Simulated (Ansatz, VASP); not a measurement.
Given: the input of a run of Ansatz 0.2.0 on CuAu.

input.yaml

```yaml
crystal:
  lattice:
    - [1.4430568479, 0.8331492596, 4.2561707609]
    - [-1.4430568479, 0.8331492596, 4.2561707609]
    - [0.0, -1.6662985192, 4.2561707609]
  atoms:
    - { symbol: Au, position: [0.0, 0.0, 0.0] }
    - { symbol: Cu, position: [0.5, 0.5, 0.5] }
kpoints:
  mp_grid: { grid: [11, 11, 11] }
scf:
  occupations: { method: fermi_dirac, width: 0.05 }
hamiltonian:
  xc: pbesol
  pseudopotentials: { kind: all_electron, lapw: { basis_error: 0.001 } }
output:
  forces: true
  stress: true
relax:
  f_tol: 0.02
  max_steps: 60
  cell: {}
```

Potentials or basis: all-electron LAPW, scalar-relativistic.

The run is started by

```sh
$ ansatz run input.yaml --threads 1 --pin off --max-ram 3072MiB --backend cpu --events-out ev --progress --plain --runs-dir out
```

Translate it to VASP 6.6.1. Potentials there: VASP PAW PBE potentials, release 64 (Au, Cu).

As run (the cutoff follows the program's own potentials):

Contents of INCAR:

```
SYSTEM = CuAu
ALGO = Normal
EDIFF = 1E-6
EDIFFG = -0.02
ENCUT = 600
GGA = PS
IBRION = 2
ISIF = 3
ISMEAR = -1
LASPH = .TRUE.
LCHARG = .FALSE.
LREAL = .FALSE.
LWAVE = .FALSE.
NELM = 60
NSW = 80
PREC = Accurate
SIGMA = 0.05
```

Contents of KPOINTS:

```
k-points
0
G
  11 11 11
  0 0 0
```

File POSCAR:

```
CuAu
1.0
    1.4430568479      0.8331492596      4.2561707609
   -1.4430568479      0.8331492596      4.2561707609
    0.0000000000     -1.6662985192      4.2561707609
Au Cu
1 1
Direct
    0.0000000000      0.0000000000      0.0000000000
    0.5000000000      0.5000000000      0.5000000000
```

Potentials or basis: VASP PAW PBE potentials, release 64 (Au, Cu).

Run with:

```console
$ cat potpaw_PBE.64/Au/POTCAR potpaw_PBE.64/Cu/POTCAR > POTCAR
$ mpirun -np 1 vasp_std > vasp.out
```

Both were run:

|  | VASP | Ansatz | Ansatz less VASP |
| --- | --- | --- | --- |
| relaxed volume (Å³/atom) | 14.49 | 14.48 | -0.010 |
| relaxed cell length with the largest relative difference (Å) | 4.583 | 4.578 | -0.0054 |

VASP's potentials were made for PBE, not for PBEsol. Ansatz ran all-electron here, and VASP with PAW potentials.

Spin-orbit coupling is off throughout.
